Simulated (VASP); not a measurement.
# NaCl (Pm-3m) in VASP: a series of runs, part 2 of 2

VASP 6.6.1.

## 4. Single point, PBE

The input, INCAR:

```
SYSTEM = NaCl
  PREC = Accurate
  ENCUT = 520
  EDIFF = 1E-6
  ISMEAR = 0
  SIGMA = 0.015
  LREAL = .False.
  LASPH = .True.
  NELM = 60
  ALGO = Normal
  ISIF = 2
  LWAVE = .False.
  LCHARG = .True.
  GGA = PE
  LELF = .True.
  LVHAR = .True.
  NBANDS = 14
```

The input, KPOINTS:

```
regular mesh
0
Gamma
  8 8 8
  0 0 0
```

The input, POSCAR:

```
NaCl
1.0
    3.5021900000      0.0000000000      0.0000000000
    0.0000000000      3.5021900000      0.0000000000
    0.0000000000      0.0000000000      3.5021900000
Cl Na
1 1
Direct
    0.5000000000      0.5000000000      0.5000000000
    0.0000000000      0.0000000000      0.0000000000
```

Run with:

```console
$ cat potpaw_PBE.64/Cl/POTCAR potpaw_PBE.64/Na_pv/POTCAR > POTCAR
$ mpirun -np 1 vasp_std > vasp.out
```

Run time: 23 s. Hardware: 1 thread of Intel Xeon 8259CL, shared host; peak memory 0.16 GiB.

Results (log left out):

| Item | Value |
| --- | --- |
| Free energy | -6.4687 eV |
| Pressure | 0.1 GPa |
| Band gap on the k mesh | 3.98 eV (least direct gap 4.47 eV) |

Levels at points of the mesh, in eV from the valence-band top:
```csv
k point,band 3,band 4,band 5,band 6,band 7,band 8,band 9,band 10,band 11,band 12
"(0.00, 0.00, 0.00)",-22.07,-13.38,-0.49,-0.49,-0.49,3.98,8.58,8.58,15.69,15.69
"(0.50, 0.00, 0.00)",-22.07,-13.02,-2.94,-0.26,-0.26,6.92,8.56,10.51,11.84,11.84
"(0.50, 0.50, 0.00)",-22.07,-12.75,-2.26,-2.26,0.00,5.54,9.88,11.03,11.03,12.60
"(0.50, 0.50, 0.50)",-22.10,-12.48,-1.84,-1.84,-1.84,7.12,7.12,7.12,11.65,15.88
```

## 5. Single point, PBE

The input, INCAR:

```
SYSTEM = NaCl
ALGO = Normal
EDIFF = 1E-6
ENCUT = 520
GGA = PE
ISIF = 2
ISMEAR = 0
LASPH = .TRUE.
LCHARG = .TRUE.
LELF = .TRUE.
LREAL = .FALSE.
LVHAR = .TRUE.
LWAVE = .FALSE.
NBANDS = 14
NELM = 80
PREC = Accurate
SIGMA = 0.018000000000000002
```

The input, KPOINTS:

```
k-points
0
G
  8 8 8
  0 0 0
```

POSCAR is that of step 4.

Run with:

```console
$ cat potpaw_PBE.64/Cl/POTCAR potpaw_PBE.64/Na_pv/POTCAR > POTCAR
$ mpirun -np 1 vasp_std > vasp.out
```

Run time: 23 s. Hardware: 1 thread of Intel Xeon 8259CL, shared host; peak memory 0.16 GiB.

Results (log left out):

- Free energy: -6.4687 eV
- Pressure: 0.1 GPa
- Band gap on the k mesh: 3.98 eV (least direct gap 4.47 eV)

Levels at points of the mesh, in eV from the valence-band top:
| k point | band 5 | band 6 | band 7 | band 8 | band 9 | band 10 |
| --- | --- | --- | --- | --- | --- | --- |
| (0.00, 0.00, 0.00) | -0.49 | -0.49 | -0.49 | 3.98 | 8.58 | 8.58 |
| (0.50, 0.00, 0.00) | -2.94 | -0.26 | -0.26 | 6.92 | 8.56 | 10.51 |
| (0.50, 0.50, 0.00) | -2.26 | -2.26 | 0.00 | 5.54 | 9.88 | 11.03 |
| (0.50, 0.50, 0.50) | -1.84 | -1.84 | -1.84 | 7.12 | 7.12 | 7.12 |

## 6. Single point, LDA

The input, INCAR:

```
PREC = Accurate
ENCUT = 520
EDIFF = 1E-6
ISMEAR = 0
SIGMA = 0.02
LREAL = False
LASPH = True
NELM = 100
ALGO = Normal
ISIF = 2
LWAVE = False
LCHARG = False
NBANDS = 14
```

The input, KPOINTS:

```
regular mesh
0
Gamma
  8 8 8
```

POSCAR is that of step 5.

Potentials or basis: VASP PAW LDA potentials, release 64 (Cl, Na_pv).

Run with:

```console
$ cat potpaw_LDA.64/Cl/POTCAR potpaw_LDA.64/Na_pv/POTCAR > POTCAR
$ mpirun -np 1 vasp_std > vasp.out
```

OUTCAR:

```text
PREC = Accurate
   ENCUT = 520
   EDIFF = 1E-6
   ISMEAR = 0
   LREAL = False
   LASPH = True
   NELM = 100
   ISIF = 2

 ion  position               nearest neighbor table
   1  0.500  0.500  0.500-
   2  0.000  0.000  0.000-

  LATTYP: Found a simple cubic cell.
 ALAT       =     3.5021900000

  Lattice vectors:

 A1 = (   3.5021900000,   0.0000000000,   0.0000000000)
 A2 = (   0.0000000000,   3.5021900000,   0.0000000000)
 A3 = (   0.0000000000,   0.0000000000,   3.5021900000)

Analysis of symmetry for initial positions (statically):
=====================================================================
 Subroutine PRICEL returns:
 Original cell was already a primitive cell.

 Routine SETGRP: Setting up the symmetry group for a
 simple cubic supercell.

 Subroutine GETGRP returns: Found 48 space group operations
 (whereof 48 operations were pure point group operations)
 out of a pool of 48 trial point group operations.

The static configuration has the point symmetry O_h .

Analysis of symmetry for dynamics (positions and initial velocities):
=====================================================================
 Subroutine PRICEL returns:
[... 175 lines left out ...]
      9       8.4905      0.00000
     10       8.4905      0.00000
     11      15.4821      0.00000
     12      15.4821      0.00000
     13      15.4823      0.00000
     14      16.0379      0.00000
[... 377 lines left out ...]
      1     -21.8226      2.00000
      2     -21.8159      2.00000
      3     -21.7867      2.00000
      4     -12.4555      2.00000
      5      -2.1809      2.00000
      6      -1.8195      2.00000
      7      -0.1720      2.00000
      8       5.9571      0.00000
      9       9.2828      0.00000
     10       9.6329      0.00000
     11      11.0274      0.00000
     12      13.4817      0.00000
     13      13.5013      0.00000
     14      16.2197      0.00000

 [... further k-points ...]

------------------------ aborting loop because EDIFF is reached ----------------------------------------

  FORCE on cell =-STRESS in cart. coord.  units (eV):
  Direction    XX          YY          ZZ          XY          YZ          ZX
  --------------------------------------------------------------------------------------
  -------------------------------------------------------------------------------------
  Total       -0.8320490     -0.8320490     -0.8320490     -0.0000000      0.0000000      0.0000000
  in kB      -31.0341861    -31.0341861    -31.0341861     -0.0000000      0.0000000      0.0000000
  external PRESSURE =     -31.0341861 kB  Pullay stress =       0.0000000 kB

 VOLUME and BASIS-vectors are now :
 -----------------------------------------------------------------------------
  energy-cutoff  :      520.00
  volume of cell :       42.96
      direct lattice vectors                 reciprocal lattice vectors
     3.502190000  0.000000000  0.000000000     0.285535622  0.000000000  0.000000000
     0.000000000  3.502190000  0.000000000     0.000000000  0.285535622  0.000000000
     0.000000000  0.000000000  3.502190000     0.000000000  0.000000000  0.285535622

 POSITION                                       TOTAL-FORCE (eV/Angst)
 -----------------------------------------------------------------------------------
      1.75110      1.75110      1.75110         0.000000      0.000000      0.000000
      0.00000      0.00000      0.00000         0.000000      0.000000      0.000000
 -----------------------------------------------------------------------------------
    total drift:                               -0.000000      0.000000      0.000000

  FREE ENERGIE OF THE ION-ELECTRON SYSTEM (eV)
  ---------------------------------------------------
  free  energy   TOTEN  =        -7.0722629059 eV

  energy  without entropy=       -7.0722629059  energy(sigma->0) =       -7.07226291
```

stdout:

```text
POSCAR found type information on POSCAR ClNa
 POSCAR found :  2 types and       2 ions
 scaLAPACK will be used
 LDA part: xc-table for (Slater(with rela. corr.)+CA(PZ))
 , standard interpolation
 POSCAR, INCAR and KPOINTS ok, starting setup
 FFT: planning ... GRIDC
 FFT: planning ... GRID_SOFT
 FFT: planning ... GRID
 WAVECAR not read
 entering main loop
```

It took 18 s on 1 thread of Intel Xeon 8259CL, shared host; peak memory 0.14 GiB.

What came out:

| Property | Result |
| --- | --- |
| Free energy | -7.0723 eV |
| Pressure | -3.1 GPa |
| Band gap on the k mesh | 3.61 eV (least direct gap 4.12 eV) |

Caveat: the cell stands under tension. A k mesh can miss the band edges.

## 7. Summary

```tsv
level	potentials or basis	k mesh	smearing	gap on the mesh (eV)	pressure (GPa)
PBEsol	VASP PAW PBE potentials, release 64 (Cl, Na_pv)	6 × 6 × 6	fermi-dirac 0.05 eV	3.84	-1.2
PBE	VASP PAW PBE potentials, release 64 (Cl, Na_pv)	8 × 8 × 8	gaussian 0.016 eV	3.98	0.1
PBE	VASP PAW PBE potentials, release 64 (Cl, Na_pv)	8 × 8 × 8	gaussian 0.015 eV	3.98	0.1
PBE	VASP PAW PBE potentials, release 64 (Cl, Na_pv)	8 × 8 × 8	gaussian 0.018 eV	3.98	0.1
LDA	VASP PAW LDA potentials, release 64 (Cl, Na_pv)	8 × 8 × 8	gaussian 0.02 eV	3.61	-3.1
```

Alike in all rows: task single point; no spin polarisation; cell as given; cutoff (eV) 520.

Caveats: the PAW data sets were made with another functional, which shifts forces and pressure a little (at least some runs); the cell stands under tension (at least some runs).

Total energies depend on the potentials used, so only differences within one code and one set of settings carry meaning.
